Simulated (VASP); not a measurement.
# SiC in VASP: a series of runs, part 2 of 2

VASP 6.6.1. The steps go on from the part before.

### 3 Single point, PBE (shear xy strain -1.6%)

Contents of INCAR:

```
PREC = Accurate ; ENCUT = 520
EDIFF = 1E-7 ; ISMEAR = -1
SIGMA = 0.02 ; LREAL = False
LASPH = True ; NELM = 100
ALGO = Normal ; ISIF = 2
LWAVE = False ; LCHARG = True
GGA = PE ; LELF = True
LVHAR = True ; NBANDS = 11
```

Contents of KPOINTS:

```
regular mesh
0
Gamma
  10 10 10
```

Contents of POSCAR:

```
SiC
1.0
   -0.0176422240      2.1780523476      2.1780523476
    2.1780523476     -0.0176422240      2.1780523476
    2.1604101236      2.1604101236      0.0000000000
Si C
1 1
Direct
   -0.0007200745     -0.0007200745      0.0007200745
    0.2507200745      0.2507200745      0.2492799255
```

Potentials or basis: VASP PAW PBE potentials, release 64 (Si, C).

Run with:

```bash
cat potpaw_PBE.64/Si/POTCAR potpaw_PBE.64/C/POTCAR > POTCAR
mpirun -np 1 vasp_std > vasp.out
```

OUTCAR:

```text
PREC = Accurate
   ENCUT = 520
   EDIFF = 1E-7
   ISMEAR = -1
   LREAL = False
   LASPH = True
   NELM = 100
   ISIF = 2
   GGA = PE

 ion  position               nearest neighbor table
   1  0.999  0.999  0.001-   2 1.88   2 1.88   2 1.89   2 1.89
   2  0.251  0.251  0.249-   1 1.88   1 1.88   1 1.89   1 1.89

  LATTYP: Found a body centered orthorhombic cell.
 ALAT       =     3.0552812971
 B/A-ratio  =     1.0163322915
 C/A-ratio  =     1.4257622365

  Lattice vectors:

 A1 = (   0.0176422240,  -2.1780523476,  -2.1780523476)
 A2 = (  -0.0176422240,   2.1780523476,  -2.1780523476)
 A3 = (   2.1780523476,  -0.0176422240,   2.1780523476)

Analysis of symmetry for initial positions (statically):
=====================================================================
 Subroutine PRICEL returns:
 Original cell was already a primitive cell.

 Routine SETGRP: Setting up the symmetry group for a
 body centered orthorhombic supercell.

 Subroutine GETGRP returns: Found  4 space group operations
 (whereof  4 operations were pure point group operations)
 out of a pool of  8 trial point group operations.

[... 172 lines left out ...]
      3       8.1204      2.00000
      4       8.2006      2.00000
      5      14.3139      0.00000
      6      15.2668      0.00000
      7      15.5001      0.00000
      8      15.6149      0.00000
      9      22.6341      0.00000
     10      22.6418      0.00000
     11      24.6233      0.00000
[... 309 lines left out ...]
 k-point    24 :       0.4000    0.3000    0.0000
  band No.  band energies     occupation
      1      -4.1509      2.00000
      2       2.5131      2.00000
      3       4.8815      2.00000
      4       5.6306      2.00000
      5      11.0261      0.00000
      6      13.7025      0.00000
      7      19.7459      0.00000
      8      20.0974      0.00000
      9      21.9129      0.00000
     10      26.2355      0.00000
     11      29.3639      0.00000

 [... further k-points ...]

------------------------ aborting loop because EDIFF is reached ----------------------------------------

  FORCE on cell =-STRESS in cart. coord.  units (eV):
  Direction    XX          YY          ZZ          XY          YZ          ZX
  --------------------------------------------------------------------------------------
  -------------------------------------------------------------------------------------
  Total        0.4599652      0.4599652      0.4523590      0.5235270      0.0000000      0.0000000
  in kB       35.6639226     35.6639226     35.0741644     40.5922609      0.0000000      0.0000000
  external PRESSURE =      35.4673366 kB  Pullay stress =       0.0000000 kB

 VOLUME and BASIS-vectors are now :
 -----------------------------------------------------------------------------
  energy-cutoff  :      520.00
  volume of cell :       20.66
      direct lattice vectors                 reciprocal lattice vectors
    -0.017642224  2.178052348  2.178052348    -0.227718375  0.227718375  0.229562894
     2.178052348 -0.017642224  2.178052348     0.227718375 -0.227718375  0.229562894
     2.160410124  2.160410124  0.000000000     0.231437538  0.231437538 -0.229562894

 POSITION                                       TOTAL-FORCE (eV/Angst)
 -----------------------------------------------------------------------------------
      2.16041      2.16041      4.35297         0.000000      0.000000     -0.015470
      1.08021      1.08021      1.09216        -0.000000     -0.000000      0.015470
 -----------------------------------------------------------------------------------
    total drift:                                0.000000      0.000000     -0.000003

  FREE ENERGIE OF THE ION-ELECTRON SYSTEM (eV)
  ---------------------------------------------------
  free  energy   TOTEN  =       -15.0529197670 eV

  energy  without entropy=      -15.0529197670  energy(sigma->0) =      -15.05291977
```

OSZICAR:

```text
N       E                     dE             d eps       ncg     rms          rms(c)
DAV:   1     0.369536135406E+01    0.36954E+01   -0.39339E+03  3906   0.611E+02
DAV:   2    -0.163113607101E+02   -0.20007E+02   -0.19118E+02  4774   0.110E+02
DAV:   3    -0.169103579306E+02   -0.59900E+00   -0.59797E+00  4608   0.159E+01
DAV:   4    -0.169126214829E+02   -0.22636E-02   -0.22634E-02  4325   0.126E+00
DAV:   5    -0.169126317109E+02   -0.10228E-04   -0.10228E-04  4632   0.777E-02    0.883E+00
DAV:   6    -0.151104042842E+02    0.18022E+01   -0.64957E+00  4221   0.114E+01    0.391E+00
DAV:   7    -0.150604654276E+02    0.49939E-01   -0.38785E-01  4521   0.356E+00    0.179E+00
DAV:   8    -0.150527052289E+02    0.77602E-02   -0.20473E-02  4296   0.951E-01    0.173E-01
DAV:   9    -0.150528065582E+02   -0.10133E-03   -0.16652E-03  4695   0.233E-01    0.113E-01
DAV:  10    -0.150529167812E+02   -0.11022E-03   -0.24039E-04  4248   0.943E-02    0.267E-02
DAV:  11    -0.150529193915E+02   -0.26103E-05   -0.42062E-05  4527   0.339E-02    0.707E-03
DAV:  12    -0.150529197082E+02   -0.31673E-06   -0.18469E-06  4371   0.824E-03    0.115E-03
DAV:  13    -0.150529197670E+02   -0.58786E-07   -0.10628E-07  4109   0.226E-03
   1 F= -.15052920E+02 E0= -.15052920E+02  d E =-.304567E-11
```

stdout:

```text
POSCAR found type information on POSCAR SiC
 POSCAR found :  2 types and       2 ions
 scaLAPACK will be used
 LDA part: xc-table for (Slater+PW92), standard interpolation
 POSCAR, INCAR and KPOINTS ok, starting setup
 FFT: planning ... GRIDC
 FFT: planning ... GRID_SOFT
 FFT: planning ... GRID
 WAVECAR not read
 entering main loop
```

It took 10 s on 1 thread of Intel Xeon 6975P-C (Granite Rapids), shared host; peak memory 0.15 GiB.

Results:

| Quantity | Value |
| --- | --- |
| Free energy | -15.0529 eV |
| Pressure | 3.5 GPa |
| Largest force | 0.015 eV/Å |
| Band gap on the k mesh | 1.26 eV, indirect (least direct gap 4.39 eV) |

Forces in eV/Å, atoms in the order of the input:
```
Si   0.000  0.000 -0.015
C    0.000  0.000  0.015
```

Caveat: the cell differs from its parent crystal (shear xy strain -1.6%). A k mesh can miss the band edges.

### 4 Single point, r2SCAN (epitaxial 111 strain -1.8%)

Contents of POSCAR:

```
SiC
1.0
    0.0315228309      2.1701524310      2.1701524310
    2.1701524310      0.0315228309      2.1701524310
    2.1701524310      2.1701524310      0.0315228309
Si C
1 1
Direct
    0.0007164660      0.0007164660      0.0007164660
    0.2492835340      0.2492835340      0.2492835340
```

Contents of INCAR.step1:

```
SYSTEM = SiC
PREC = Accurate ; ENCUT = 520
ISMEAR = 0 ; SIGMA = 0.01
LREAL = .FALSE. ; LASPH = .TRUE.
NELM = 60 ; NBANDS = 11
GGA = PE ; ALGO = Normal
EDIFF = 1E-4 ; LWAVE = .TRUE.
LCHARG = .FALSE.
```

Contents of INCAR.step2:

```
SYSTEM = SiC
PREC = Accurate ; ENCUT = 520
EDIFF = 1E-7 ; ISMEAR = 0
SIGMA = 0.01 ; LREAL = .FALSE.
LASPH = .TRUE. ; NELM = 60
ALGO = Normal ; ISIF = 2
LWAVE = .FALSE. ; LCHARG = .FALSE.
METAGGA = R2SCAN ; LMIXTAU = .TRUE.
NBANDS = 11 ; ISTART = 1
```

Contents of KPOINTS:

```
regular mesh
0
G
  10 10 10
  0 0 0
```

Run with:

```bash
cat potpaw_PBE.64/Si/POTCAR potpaw_PBE.64/C/POTCAR > POTCAR
cp INCAR.step1 INCAR
mpirun -np 1 vasp_std > vasp.out
cp INCAR.step2 INCAR
mpirun -np 1 vasp_std > vasp.out
```

Wall time 25 s (1 thread of Intel Xeon 6975P-C (Granite Rapids), shared host); peak memory 0.15 GiB.

It converged, with:

```
Free energy            : -19.3001 eV
Pressure               : 7.9 GPa
Largest force          : 0.003 eV/Å
Band gap on the k mesh : 1.61 eV, indirect (least direct gap 4.95 eV)
```

Forces on the atoms (eV/Å):
```
Si  -0.002 -0.002 -0.002
C    0.002  0.002  0.002
```

Stress tensor (GPa, compression positive):
```
 7.87 -4.08 -4.08
-4.08  7.87 -4.08
-4.08 -4.08  7.87
```

Levels at points of the mesh, in eV from the valence-band top:
```csv
k point,band 1,band 2,band 3,band 4,band 5,band 6,band 7,band 8,band 9
"(0.00, 0.00, 0.00)",-16.54,-0.24,0.00,0.00,6.94,7.95,8.20,8.20,15.34
"(0.50, 0.00, 0.00)",-12.73,-9.06,-1.30,-1.19,6.12,7.64,7.87,11.04,17.71
"(0.50, 0.50, 0.00)",-11.28,-8.24,-3.62,-3.34,1.61,4.89,15.43,15.44,16.49
"(0.50, 0.50, 0.50)",-12.94,-9.17,-1.04,-1.04,6.58,8.04,8.04,11.19,17.72
```

Caveat: the cell differs from its parent crystal (epitaxial 111 strain -1.8%); the PAW data sets were made with another functional, which shifts forces and pressure a little.

### 5 Single point, r2SCAN (shear xy strain -1.6%)

Contents of POSCAR:

```
SiC
1.0
   -0.0176422240      2.1780523476      2.1780523476
    2.1780523476     -0.0176422240      2.1780523476
    2.1604101236      2.1604101236      0.0000000000
Si C
1 1
Direct
   -0.0007200745     -0.0007200745      0.0007200745
    0.2507200745      0.2507200745      0.2492799255
```

Contents of INCAR.step1:

```
SYSTEM = SiC
ALGO = Normal ; EDIFF = 1E-4
ENCUT = 520 ; GGA = PE
ISMEAR = 0 ; LASPH = .TRUE.
LCHARG = .FALSE. ; LREAL = .FALSE.
LWAVE = .TRUE. ; NBANDS = 11
NELM = 100 ; PREC = Accurate
SIGMA = 0.01
```

Contents of INCAR.step2:

```
SYSTEM = SiC
ALGO = Normal ; EDIFF = 1E-7
ENCUT = 520 ; ISIF = 2
ISMEAR = 0 ; ISTART = 1
LASPH = .TRUE. ; LCHARG = .TRUE.
LELF = .TRUE. ; LMIXTAU = .TRUE.
LREAL = .FALSE. ; LVHAR = .TRUE.
LWAVE = .FALSE. ; METAGGA = R2SCAN
NBANDS = 11 ; NELM = 100
PREC = Accurate ; SIGMA = 0.01
```

Contents of KPOINTS:

```
k-points
0
G
  10 10 10
  0 0 0
```

Run with:

```bash
cat potpaw_PBE.64/Si/POTCAR potpaw_PBE.64/C/POTCAR > POTCAR
cp INCAR.step1 INCAR
mpirun -np 1 vasp_std > vasp.out
cp INCAR.step2 INCAR
mpirun -np 1 vasp_std > vasp.out
```

It took 43 s on 1 thread of Intel Xeon 6975P-C (Granite Rapids), shared host; peak memory 0.16 GiB.

Results (log left out):

* Free energy: -19.3225 eV
* Pressure: -0.1 GPa
* Band gap on the k mesh: 1.63 eV, indirect (least direct gap 4.90 eV)

Stress tensor (GPa, compression positive):
```
-0.08  4.26  0.00
 4.26 -0.08  0.00
 0.00  0.00 -0.15
```

Levels at points of the mesh, in eV from the valence-band top:
| k point | band 2 | band 3 | band 4 | band 5 | band 6 | band 7 |
| --- | --- | --- | --- | --- | --- | --- |
| (0.00, 0.00, 0.00) | -0.16 | -0.08 | 0.00 | 6.70 | 7.60 | 7.85 |
| (0.50, 0.00, 0.00) | -8.93 | -1.16 | -1.10 | 6.04 | 7.69 | 7.82 |
| (0.50, 0.50, 0.00) | -8.14 | -3.56 | -3.27 | 1.63 | 4.76 | 15.04 |
| (0.00, 0.00, 0.50) | -8.88 | -1.27 | -1.22 | 5.80 | 7.54 | 7.67 |
| (0.50, 0.00, 0.50) | -8.13 | -3.42 | -3.42 | 1.64 | 4.75 | 15.01 |

Caveat: the cell differs from its parent crystal (shear xy strain -1.6%); the PAW data sets were made with another functional, which shifts forces and pressure a little. A k mesh can miss the band edges.

### 6 Overview

| level | cell | smearing | gap on the mesh (eV) | pressure (GPa) | largest force (eV/Å) |
| --- | --- | --- | --- | --- | --- |
| PBE | a = 3.069 Å, angles 59.0°, 2 atoms | fermi-dirac 0.02 eV | 1.23 | 11.5 | 0.02 |
| PBE | a = 3.080, b = 3.080, c = 3.055 Å, angles 60.3, 60.3, 60.5°, 2 atoms | fermi-dirac 0.02 eV | 1.26 | 3.5 | 0.02 |
| r2SCAN | a = 3.069 Å, angles 59.0°, 2 atoms | gaussian 0.01 eV | 1.61 | 7.9 | - |
| r2SCAN | a = 3.080, b = 3.080, c = 3.055 Å, angles 60.3, 60.3, 60.5°, 2 atoms | gaussian 0.01 eV | 1.63 | -0.1 | - |

Alike in all rows: task single point; potentials or basis VASP PAW PBE potentials, release 64 (Si, C); no spin polarisation; k mesh 10 × 10 × 10; cutoff (eV) 520.

Caveats: the PAW data sets were made with another functional, which shifts forces and pressure a little (some runs).

Total energies depend on the potentials used, so only differences within one code and one set of settings carry meaning.
